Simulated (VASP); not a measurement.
# H5C16F in VASP: a series of runs

Runs on H5C16F. Level: PBE+D3(BJ). Tasks: single point.

Everything below comes from runs of VASP 6.6.1. Logs are shortened: lines on timing, memory, paths and dates and some standing lists are left out, and cuts for length are marked.

### 1 The cell of the first run

The cell holds a slab with vacuum, 22 atoms: a = 5.049 Å, b = 5.049 Å, c = 16.676 Å, α = 90.00°, β = 90.00°, γ = 60.00°.

### 2 Single point, PBE+D3(BJ)

INCAR reads:

```
SYSTEM = H5C16F
  ALGO = Normal
  EDIFF = 1E-6
  ENCUT = 520
  GGA = PE
  ISIF = 2
  ISMEAR = 0
  IVDW = 12
  LASPH = .True.
  LCHARG = .False.
  LREAL = Auto
  LWAVE = .False.
  NBANDS = 55
  NELM = 80
  PREC = Accurate
  SIGMA = 0.05
```

KPOINTS reads:

```
k-points
0
Gamma
  3 3 1
  0 0 0
```

POSCAR reads:

```
H5C16F
1.0
    5.0487420000      0.0000000000      0.0000000000
    2.5243710000      4.3723390000      0.0000000000
    0.0000000000      0.0000000000     16.6764260000
H C F
5 16 1
Direct
    0.1666666650      0.1666666700      0.0599648900
    0.6666666650      0.1666666700      0.0599648900
    0.1666666300      0.6666667000      0.0599648900
    0.6666666700      0.6666667000      0.0599648900
    0.0085445188      0.4829109624      0.3475315564
    0.1666666650      0.1666666700      0.1259262600
    0.6666666650      0.1666666700      0.1259262600
    0.1666666300      0.6666667000      0.1259262600
    0.6666666700      0.6666667000      0.1259262600
   -0.1666666950      0.3333333500      0.1568252800
    0.3333333450      0.3333333500      0.1568252800
   -0.1666666850      0.8333333700      0.1568252800
    0.3333333150      0.8333333700      0.1568252800
   -0.1615896639      0.3249068387      0.2506437963
    0.3366828251      0.3249068387      0.2506437963
   -0.1646519672      0.8293039343      0.2559597344
    0.3356448429      0.8287103141      0.2531682177
    0.0040868780     -0.0081886145      0.2718380509
    0.5041017365     -0.0081886145      0.2718380509
    0.0046743907      0.4906512186      0.2818630442
    0.5050067464      0.4899865073      0.2801794934
    0.5089991759      0.4820016483      0.3644006251
```

Potentials or basis: VASP PAW PBE potentials, release 64 (H, C, F).

Launch:

```
$ cat potpaw_PBE.64/H/POTCAR potpaw_PBE.64/C/POTCAR potpaw_PBE.64/F/POTCAR > POTCAR
$ mpirun -np 1 vasp_std > vasp.out
```

OUTCAR:

```text
SYSTEM = H5C16F
   EDIFF = 1E-6
   ENCUT = 520
   GGA = PE
   ISIF = 2
   ISMEAR = 0
   IVDW = 12
   LASPH = .True.
   LREAL = Auto
   NELM = 80
   PREC = Accurate
 IVDW          = 12

 ion  position               nearest neighbor table
   1  0.167  0.167  0.060-   6 1.10
   2  0.667  0.167  0.060-   7 1.10
   3  0.167  0.667  0.060-   8 1.10
   4  0.667  0.667  0.060-   9 1.10
   5  0.009  0.483  0.348-  20 1.10
   6  0.167  0.167  0.126-   1 1.10  13 1.55  11 1.55  10 1.55
   7  0.667  0.167  0.126-   2 1.10  12 1.55  10 1.55  11 1.55
   8  0.167  0.667  0.126-   3 1.10  12 1.55  13 1.55  11 1.55
   9  0.667  0.667  0.126-   4 1.10  12 1.55  13 1.55  10 1.55
  10  0.833  0.333  0.157-   7 1.55   9 1.55   6 1.55  14 1.56
  11  0.333  0.333  0.157-   7 1.55   8 1.55   6 1.55  15 1.56
  12  0.833  0.833  0.157-   7 1.55   9 1.55   8 1.55  16 1.65
  13  0.333  0.833  0.157-   6 1.55   8 1.55   9 1.55  17 1.61
  14  0.838  0.325  0.251-  18 1.50  21 1.54  20 1.54  10 1.56
  15  0.337  0.325  0.251-  19 1.50  21 1.54  20 1.54  11 1.56
  16  0.835  0.829  0.256-  19 1.47  18 1.47  20 1.54  12 1.65
  17  0.336  0.829  0.253-  18 1.48  19 1.48  21 1.55  13 1.61
  18  0.004  0.992  0.272-  16 1.47  17 1.48  14 1.50
  19  0.504  0.992  0.272-  16 1.47  17 1.48  15 1.50
  20  0.005  0.491  0.282-   5 1.10  15 1.54  14 1.54  16 1.54
  21  0.505  0.490  0.280-  22 1.40  14 1.54  15 1.54  17 1.55
  22  0.509  0.482  0.364-  21 1.40

  LATTYP: Found a hexagonal cell.
 ALAT       =     5.0487421480
 C/A-ratio  =     3.3030853055

  Lattice vectors:

 A1 = (  -2.5243710000,  -4.3723390000,   0.0000000000)
 A2 = (   5.0487420000,   0.0000000000,   0.0000000000)
 A3 = (   0.0000000000,   0.0000000000,  16.6764260000)

Analysis of symmetry for initial positions (statically):
=====================================================================
 Subroutine PRICEL returns:
 Original cell was already a primitive cell.

 Routine SETGRP: Setting up the symmetry group for a
 hexagonal supercell.

 Subroutine GETGRP returns: Found  2 space group operations
 (whereof  1 operations were pure point group operations)
 out of a pool of 24 trial point group operations.

The static configuration has the point symmetry C_1 .
 The point group associated with its full space group is C_1h.

Analysis of symmetry for dynamics (positions and initial velocities):
=====================================================================
 Subroutine PRICEL returns:
 Original cell was already a primitive cell.

 Routine SETGRP: Setting up the symmetry group for a
 hexagonal supercell.

 Subroutine GETGRP returns: Found  2 space group operations
 (whereof  1 operations were pure point group operations)
 out of a pool of 24 trial point group operations.

The dynamic configuration has the point symmetry C_1 .
 The point group associated with its full space group is C_1h.

 Subroutine INISYM returns: Found  2 space group operations
 (whereof  1 operations are pure point group operations),
 and found     1 'primitive' translations

----------------------------------------------------------------------------------------

                                     Primitive cell

  volume of cell :     368.1290

  direct lattice vectors                    reciprocal lattice vectors
     5.048742000  0.000000000  0.000000000     0.198069143 -0.114355268  0.000000000
     2.524371000  4.372339000  0.000000000     0.000000000  0.228710537  0.000000000
     0.000000000  0.000000000 16.676426000     0.000000000  0.000000000  0.059964887

  length of vectors
     5.048742000  5.048742148 16.676426000     0.228710544  0.228710537  0.059964887

  position of ions in fractional coordinates (direct lattice)
     0.166666665  0.166666670  0.059964890
     0.666666665  0.166666670  0.059964890
     0.166666630  0.666666700  0.059964890
     0.666666670  0.666666700  0.059964890
     0.008544519  0.482910962  0.347531556
     0.166666665  0.166666670  0.125926260
[... 14 lines left out ...]
     0.505006746  0.489986507  0.280179493
     0.508999176  0.482001648  0.364400625

  ion indices of the primitive-cell ions
   primitive index   ion index
                 1           1
                 2           2
                 3           3
                 4           4
                 5           5
                 6           6
[... 14 lines left out ...]
                21          21
                22          22

----------------------------------------------------------------------------------------

 KPOINTS: k-points

Automatic generation of k-mesh.
 Grid dimensions read from file:
 generate k-points for:    3    3    1

 Generating k-lattice:

  Cartesian coordinates                     Fractional coordinates (reciprocal lattice)
     0.066023048 -0.038118423  0.000000000     0.333333333 -0.000000000  0.000000000
     0.000000000  0.076236846  0.000000000     0.000000000  0.333333333  0.000000000
     0.000000000  0.000000000  0.059964887     0.000000000  0.000000000  1.000000000

  Length of vectors
     0.076236848  0.076236846  0.059964887

  Shift w.r.t. Gamma in fractional coordinates (k-lattice)
     0.000000000  0.000000000  0.000000000

 Subroutine IBZKPT returns following result:
 ===========================================

 Found      4 irreducible k-points:

 Following reciprocal coordinates:
            Coordinates               Weight
  0.000000  0.000000  0.000000      1.000000
  0.333333  0.000000  0.000000      4.000000
  0.000000  0.333333  0.000000      2.000000
 -0.333333  0.333333  0.000000      2.000000
   k-points           NKPTS =      4   k-points in BZ     NKDIM =      4   number of bands    NBANDS=     55
   number of dos      NEDOS =    301   number of ions     NIONS =     22
   total plane-waves  NPLWV = 201600
   dimension x,y,z NGX =    40 NGY =   40 NGZ =  126
   dimension x,y,z NGXF=    80 NGYF=   80 NGZF=  252
   ions per type =               5  16   1
   NGX,Y,Z   is equivalent  to a cutoff of  13.17, 13.17, 12.56 a.u.
   NGXF,Y,Z  is equivalent  to a cutoff of  26.34, 26.34, 25.12 a.u.
 SYSTEM =  H5C16F
   PREC   = accura    normal or accurate (medium, high low for compatibility)
   ISTART =      0    job   : 0-new  1-cont  2-samecut
   ICHARG =      2    charge: 1-file 2-atom 10-const
   ISPIN  =      1    spin polarized calculation?
   LNONCOLLINEAR =      F non collinear calculations
   LSORBIT =      F    spin-orbit coupling
   LASPH  =      T    aspherical Exc in radial PAW
   ENCUT  =  520.0 eV  38.22 Ry    6.18 a.u.   9.39  9.39 31.01*2*pi/ulx,y,z
   NELM   =     80;   NELMIN=  2; NELMDL= -5     # of ELM steps
   EDIFF  = 0.1E-05   stopping-criterion for ELM
   LREAL  =      T    real-space projection
   EDIFFG = 0.1E-04   stopping-criterion for IOM
   NSW    =      0    number of steps for IOM
   IBRION =     -1    ionic relax: 0-MD 1-quasi-New 2-CG
   NFREE  =      0    steps in history (QN), initial steepest desc. (CG)
   ISIF   =      2    stress and relaxation
   ISYM   =      2    0-nonsym 1-usesym 2-fastsym
   POTIM  = 0.5000    time-step for ionic-motion
   TEBEG  =    0.0;   TEEND  =   0.0 temperature during run
   PSTRESS=    0.0 pullay stress
   NELECT =      76.0000    total number of electrons
   NUPDOWN=      -1.0000    fix difference up-down
   EMIN   =  10.00;   EMAX   =-10.00  energy-range for DOS
   EFERMI =   0.00;   METHOD = LEGACY
   ISMEAR =     0;   SIGMA  =   0.05  broadening in eV -4-tet -1-fermi 0-gaus
   EFERMI_NEDOS =   21; number of points for ismear=-14 and -15
   IALGO  =     38    algorithm
   IMIX   =      4    mixing-type and parameters
     AMIX     =   0.40;   BMIX     =  1.00
     AMIX_MAG =   1.60;   BMIX_MAG =  1.00
  volume/ion in A,a.u.               =      16.73       112.92
  Fermi-wavevector in a.u.,A,eV,Ry     =   0.967563  1.828429 12.737484  0.936179
  Thomas-Fermi vector in A             =   2.097459
   LORBIT       =      0    0 simple, 1 ext, 2 COOP (PROOUT), +10 PAW based schemes
   GGA     = PE    functional components
   LHFCALC =     F    Hartree Fock is set to
   AEXX    =    0.0000 exact exchange contribution
   IVDW    =    12    specifies the selected vdW correction
   LEPSILON=     F    determine dielectric tensor
   LRPA    =     F    only Hartree local field effects (RPA)
 non-spin polarized calculation
 Gauss-broadening in eV      SIGMA  =   0.05
  energy-cutoff  :      520.00
  volume of cell :      368.13
 maximum number of plane-waves:      9916
 NGX is ok and might be reduce to    40
   NGX = 19   NGY = 19   NGZ = 63

 number of electron      75.9999997 magnetization

 Free energy of the ion-electron system (eV)
  ---------------------------------------------------
  ext. energy  EPLUGINS =         0.00000000
  ---------------------------------------------------
  free energy    TOTEN  =      -163.91110741 eV

  energy without entropy =     -163.90291073  energy(sigma->0) =     -163.90700907

 E-fermi :   0.2783     XC(G=0):  -4.9294

 val. band max:        0.2772294145   @ k =   0.0000   0.0000   0.0000
 cond. band min:       0.5090828988   @ k =   0.3333   0.0000   0.0000
 fundamental gap:      0.2318534843
 Fermi energy:         0.2783071468

 k-point     1 :       0.0000    0.0000    0.0000
  band No.  band energies     occupation
      1     -25.8742      2.00000
      2     -20.8874      2.00000
      3     -18.0532      2.00000
      4     -15.7799      2.00000
      5     -15.7235      2.00000
      6     -15.6822      2.00000
[... 42 lines left out ...]
     49       5.7711      0.00000
     50       6.0964      0.00000

 k-point     2 :       0.3333    0.0000    0.0000
  band No.  band energies     occupation
      1     -25.8682      2.00000
      2     -20.2300      2.00000
      3     -18.2860      2.00000
      4     -17.4461      2.00000
      5     -16.4601      2.00000
      6     -16.4025      2.00000
[... 42 lines left out ...]
     49       6.6167      0.00000
     50       6.7919      0.00000

 k-point     3 :       0.0000    0.3333    0.0000
  band No.  band energies     occupation
      1     -25.8691      2.00000
      2     -20.2320      2.00000
      3     -18.2792      2.00000
      4     -17.4399      2.00000
      5     -16.4512      2.00000
      6     -16.4006      2.00000
[... 42 lines left out ...]
     49       6.6106      0.00000
     50       6.7387      0.00000

 k-point     4 :      -0.3333    0.3333    0.0000
  band No.  band energies     occupation
      1     -25.8656      2.00000
      2     -19.0181      2.00000
      3     -18.9246      2.00000
      4     -18.8290      2.00000
      5     -16.3527      2.00000
      6     -16.2209      2.00000
[... 42 lines left out ...]
     49       6.6973      0.00000
     50       6.8861      0.00000
 [bands above 50 left out]

------------------------ aborting loop because EDIFF is reached ----------------------------------------

 Edisp (eV)   -2.34393

 E8    (eV) :    -0.6896

  FORCE on cell =-STRESS in cart. coord.  units (eV):
  Direction    XX          YY          ZZ          XY          YZ          ZX
  --------------------------------------------------------------------------------------
  -------------------------------------------------------------------------------------
  Total       0.53102    -1.62775    -1.78655     0.00000    -0.00813     0.00000
  in kB       2.31112    -7.08434    -7.77545     0.00000    -0.03538     0.00000
  external pressure =       -4.18 kB  Pullay stress =        0.00 kB

 VOLUME and BASIS-vectors are now :
 -----------------------------------------------------------------------------
  energy-cutoff  :      520.00
  volume of cell :      368.13
      direct lattice vectors                 reciprocal lattice vectors
     5.048742000  0.000000000  0.000000000     0.198069143 -0.114355268  0.000000000
     2.524371000  4.372339000  0.000000000     0.000000000  0.228710537  0.000000000
     0.000000000  0.000000000 16.676426000     0.000000000  0.000000000  0.059964887

 POSITION                                       TOTAL-FORCE (eV/Angst)
 -----------------------------------------------------------------------------------
      1.26219      0.72872      1.00000         0.000000     -0.025478     -0.109618
      3.78656      0.72872      1.00000         0.000000     -0.041462     -0.086074
      2.52437      2.91489      1.00000        -0.053686      0.041433     -0.137753
      5.04874      2.91489      1.00000         0.053686      0.041433     -0.137753
      1.26219      2.11145      5.79558         0.000000     -0.002496      0.024630
      1.26219      0.72872      2.10000         0.000000     -0.006646      1.364293
[... 14 lines left out ...]
      3.78656      2.14239      4.67239         0.000000      0.008093     -0.268815
      3.78656      2.10747      6.07690        -0.000000     -0.009471      0.301943
 -----------------------------------------------------------------------------------
    total drift:                                0.000000      0.026835     -0.056891

  FREE ENERGIE OF THE ION-ELECTRON SYSTEM (eV)
  ---------------------------------------------------
  free  energy   TOTEN  =      -166.2550343432 eV

  energy  without entropy=     -166.2468376559  energy(sigma->0) =     -166.25093600
```

It took 3 min on 1 thread of AMD EPYC 9R45 (Zen 5), shared host; peak memory 0.45 GiB.

What came out:

```
Free energy                : -166.2550 eV
Largest force              : 1.688 eV/Å
Dispersion energy per atom : -0.107 eV
```

Forces on the atoms (eV/Å):
```
H    0.000 -0.025 -0.110
H    0.000 -0.041 -0.086
H   -0.054  0.041 -0.138
H    0.054  0.041 -0.138
H    0.000 -0.002  0.025
C    0.000 -0.007  1.364
C    0.000 -0.014  1.442
C    0.053 -0.033  1.332
C   -0.053 -0.033  1.332
C   -0.013  0.212 -1.074
C    0.013  0.212 -1.074
C    0.000  0.069 -1.328
C    0.000 -0.434 -1.631
C    0.001  0.012  0.001
C   -0.001  0.012  0.001
C    0.000 -0.014 -0.001
C    0.000 -0.005 -0.001
C    0.003  0.005  0.023
C   -0.003  0.005  0.023
C    0.000  0.002  0.004
C    0.000  0.008 -0.269
F    0.000 -0.009  0.302
```

Caveat: the k points lie up to 0.48 Å⁻¹ apart.

### 3 Single point, PBE+D3(BJ)

INCAR reads:

```
SYSTEM = H5C16F
ALGO = Normal
EDIFF = 1E-7
ENCUT = 520
GGA = PE
ISIF = 2
ISMEAR = 0
IVDW = 12
LASPH = .True.
LCHARG = .False.
LREAL = Auto
LWAVE = .False.
NBANDS = 55
NELM = 60
PREC = Accurate
SIGMA = 0.05
```

KPOINTS is that of step 2.

POSCAR reads:

```
H5C16F
1.0
    5.0487420000      0.0000000000      0.0000000000
    2.5243710000      4.3723390000      0.0000000000
    0.0000000000      0.0000000000     16.6764260000
H C F
5 16 1
Direct
    0.1666667848      0.1666666285      0.0599648870
    0.6666665867      0.1666666285      0.0599648870
    0.1666666285      0.6666667429      0.0599648870
    0.6666666285      0.6666667429      0.0599648870
    0.0085444694      0.4829108630      0.3475315394
    0.1666667848      0.1666666285      0.1259262626
    0.6666665867      0.1666666285      0.1259262626
    0.1666666285      0.6666667429      0.1259262626
    0.6666666285      0.6666667429      0.1259262626
   -0.1666666285      0.3333332571      0.1568252694
    0.3333333715      0.3333332571      0.1568252694
   -0.1666665867      0.8333333715      0.1568252694
    0.3333332152      0.8333333715      0.1568252694
   -0.1615896579      0.3249068748      0.2506438130
    0.3366827831      0.3249068748      0.2506438130
   -0.1646520736      0.8293039492      0.2559597002
    0.3356447926      0.8287102167      0.2531682148
    0.0040869331     -0.0081885234      0.2718380425
    0.5041017883     -0.0081885234      0.2718380425
    0.0046743441      0.4906511137      0.2818630323
    0.5050068586      0.4899864809      0.2801795181
    0.5089992297      0.4820017387      0.3644006216
```

Potentials or basis: VASP PAW PBE potentials, release 64 (H, C, F).

Launch:

```
$ cat potpaw_PBE.64/H/POTCAR potpaw_PBE.64/C/POTCAR potpaw_PBE.64/F/POTCAR > POTCAR
$ mpirun -np 1 vasp_std > vasp.out
```

Run time: 2.7 min. Hardware: 1 thread of AMD EPYC 9R45 (Zen 5), shared host; peak memory 0.45 GiB.

Results (log left out):

```
Free energy                : -166.2550 eV
Largest force              : 1.688 eV/Å
Dispersion energy per atom : -0.107 eV
```

Forces on the atoms (eV/Å):
```
H    0.000 -0.025 -0.110
H    0.000 -0.041 -0.086
H   -0.054  0.041 -0.138
H    0.054  0.041 -0.138
H    0.000 -0.002  0.025
C    0.000 -0.007  1.364
C    0.000 -0.014  1.442
C    0.053 -0.033  1.332
C   -0.053 -0.033  1.332
C   -0.013  0.212 -1.074
C    0.013  0.212 -1.074
C    0.000  0.069 -1.328
C    0.000 -0.434 -1.631
C    0.001  0.012  0.001
C   -0.001  0.012  0.001
C    0.000 -0.014 -0.001
C    0.000 -0.005 -0.001
C    0.003  0.005  0.023
C   -0.003  0.005  0.023
C    0.000  0.002  0.004
C    0.000  0.008 -0.269
F    0.000 -0.009  0.302
```

Levels at points of the mesh, in eV from the Fermi level:
```tsv
k point	band 34	band 35	band 36	band 37	band 38	band 39	band 40	band 41	band 42	band 43
(0.00, 0.00, 0.00)	-3.08	-2.97	-1.74	-1.72	-0.36	0.00	1.98	3.56	3.87	4.46
```

Caveat: the k points lie up to 0.48 Å⁻¹ apart.

[end of part 1 of 2]
